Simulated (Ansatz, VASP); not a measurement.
WS2: VASP beside Ansatz

Contents of INCAR:

```
ALGO = Normal ; EDIFF = 1E-6
ENCUT = 520 ; GGA = PE
ISIF = 2 ; ISMEAR = -1
LASPH = T ; LCHARG = T
LELF = T ; LREAL = F
LVHAR = T ; LWAVE = F
NBANDS = 20 ; NELM = 100
PREC = Accurate ; SIGMA = 0.05
```

KPOINTS

```
k-points
0
Gamma
  10 10 10
```

POSCAR

```
WS2
1.0
    1.6099686466      0.9295158316      6.2842136955
   -1.6099686466      0.9295158316      6.2842136955
    0.0000000000     -1.8590316630      6.2842136955
W S
1 2
Direct
    0.0000000000      0.0000000000      0.0000000000
    0.5810000000      0.5810000000      0.5810000000
    0.7503000000      0.7503000000      0.7503000000
```

input.yaml

```yaml
crystal:
  lattice:
    - [1.6099686466, 0.9295158316, 6.2842136955]
    - [-1.6099686466, 0.9295158316, 6.2842136955]
    - [0.0, -1.859031663, 6.2842136955]
  atoms:
    - { symbol: W, position: [0.0, 0.0, 0.0] }
    - { symbol: S, position: [0.581, 0.581, 0.581] }
    - { symbol: S, position: [0.7503, 0.7503, 0.7503] }
kpoints:
  mp_grid: { grid: [10, 10, 10] }
scf:
  occupations: { method: fermi_dirac, width: 0.05 }
hamiltonian:
  xc: pbe
  pseudopotentials: { kind: all_electron, lapw: { basis_error: 0.001 } }
output:
  forces: true
  stress: true
  eigenvalues: true
```

Change from the starting cell: volume scaled by 1.06.

Alike in both runs: task single point; functional PBE; k mesh 10 × 10 × 10; occupations fermi-dirac, width 0.05 eV; no spin polarisation.

|  | VASP | Ansatz |
| --- | --- | --- |
| version | VASP 6.6.1 | Ansatz 0.2.0 |
| potentials or method | VASP PAW PBE potentials, release 64 (W_sv, S), cutoff 520 eV | all-electron LAPW, scalar-relativistic |

```tsv
	VASP	Ansatz	Ansatz less VASP
gap on the k mesh at the Fermi level (eV)	1.12	1.11	-0.010
least direct gap on the mesh (eV)	2.07	2.07	-0.002
pressure (GPa)	-4.5	-4.4	+0.12
traceless stress, the component that is largest in VASP (GPa)	-0.20	-0.21	-0.009
rms of the force components (eV/Å)	0.416	0.415	-0.0015
```

Atom by atom the forces differ by 0.002 eV/Å (rms over components). Ansatz ran all-electron here, and VASP with PAW potentials.

Neither program's run includes spin-orbit coupling.
